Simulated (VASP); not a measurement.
Crystal: Al.

```
Al
1.0
     0.00000    2.02500    2.02500
     2.02500    0.00000    2.02500
     2.02500    2.02500    0.00000
Al
1
Direct
  0.00000 0.00000 0.00000
```

- Program: VASP 6.6.1
- Task: relaxation of cell and atoms
- Functional: LDA
- Potentials or basis: VASP PAW LDA potentials, release 64 (Al)
- Cutoff: 600 eV
- k mesh: 8 × 8 × 8
- Occupations: gaussian, width 0.1 eV
- Spin: no spin polarisation

At the start: pressure -3.7 GPa; volume 16.61 Å³/atom.

**Question.** Where does the relaxation end?

**Answer.** Over 3 steps the energy falls by 9.0 meV/atom and the volume is 15.85 Å³/atom (-4.6 %); space group Fm-3m (No. 225, to 0.05 Å).

Step by step:
| step | energy change (eV) | largest force (eV/Å) | pressure (GPa) | volume (Å³) |
| --- | --- | --- | --- | --- |
| 1 | 0.0000 | 0.0000 | -3.69 | 16.61 |
| 2 | -0.0087 | 0.0000 | 0.83 | 15.71 |
| 3 | -0.0090 | 0.0000 | 0.01 | 15.85 |

Final structure:
```cif
data_structure
_symmetry_space_group_name_H-M 'P 1'
_symmetry_Int_Tables_number 1
_cell_length_a 2.8197
_cell_length_b 2.8197
_cell_length_c 2.8197
_cell_angle_alpha 60.000
_cell_angle_beta 60.000
_cell_angle_gamma 60.000
_cell_volume 15.85
loop_
_atom_site_label
_atom_site_type_symbol
_atom_site_fract_x
_atom_site_fract_y
_atom_site_fract_z
_atom_site_occupancy
Al1 Al 0.00000 0.00000 0.00000 1
```
